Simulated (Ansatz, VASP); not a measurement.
## BiTe in VASP and in Ansatz

The input INCAR:

```
ALGO     = Normal         # electronic algorithm
EDIFF    = 1E-6           # SCF threshold, eV
ENCUT    = 520            # plane-wave cutoff, eV
GGA      = PE             # functional
ISIF     = 2              # what is computed and relaxed
ISMEAR   = 0              # smearing method
LASPH    = T              # aspherical terms in the spheres
LCHARG   = T              # write CHGCAR
LELF     = T              # ELF
LREAL    = F              # projectors in reciprocal space
LVHAR    = T            
LWAVE    = F              # write WAVECAR
NBANDS   = 18             # bands
NELM     = 80             # most SCF steps
PREC     = Accurate       # precision mode
SIGMA    = 0.15           # smearing width, eV
```

Contents of KPOINTS:

```
k-points
0
Gamma
  12 12 12
```

POSCAR

```
BiTe
1.0
    2.4832754671      1.4337197594      3.3172919545
   -2.4832754671      1.4337197594      3.3172919545
    0.0000000000     -2.8674395188      3.3172919545
Bi Te
1 1
Direct
    0.5000000000      0.5000000000      0.5000000000
    0.0000000000      0.0000000000      0.0000000000
```

Input for Ansatz:

```yaml
crystal:
  lattice:
    - [2.4832754671, 1.4337197594, 3.3172919545]
    - [-2.4832754671, 1.4337197594, 3.3172919545]
    - [0.0, -2.8674395188, 3.3172919545]
  atoms:
    - { symbol: Bi, position: [0.5, 0.5, 0.5] }
    - { symbol: Te, position: [0.0, 0.0, 0.0] }
basis:
  ecutwfc: 420
kpoints:
  mp_grid: { grid: [12, 12, 12] }
hamiltonian:
  xc: pbe
scf:
  occupations: { method: gaussian, width: 0.15 }
output:
  forces: true
  stress: true
  eigenvalues: true
```

Change from the starting cell: strain +0.025 along x and y, +0.000 along z, atoms carried along.

Alike in both runs: task single point; functional PBE; k mesh 12 × 12 × 12; occupations gaussian, width 0.15 eV; no spin polarisation.

|  | VASP | Ansatz |
| --- | --- | --- |
| version | VASP 6.6.1 | Ansatz 0.2.0 |
| potentials or method | VASP PAW PBE potentials, release 64 (Bi_d, Te), cutoff 520 eV | scalar-relativistic, plane waves, PAW |
| valence electrons in the cell | 21 | 31 |

|  | VASP | Ansatz | Ansatz less VASP |
| --- | --- | --- | --- |
| gap on the k mesh at the Fermi level (eV) | none | none | - |
| pressure (GPa) | -2.4 | -2.3 | +0.07 |
| traceless stress, the component that is largest in VASP (GPa) | 0.82 | 0.82 | -0.001 |

A gap of «none» marks a metal or a gap that the smearing closes. VASP's potentials hold 21 valence electrons a cell and Ansatz's 31, so a difference there can come from the potentials and not from the codes.

Neither program's run includes spin-orbit coupling.
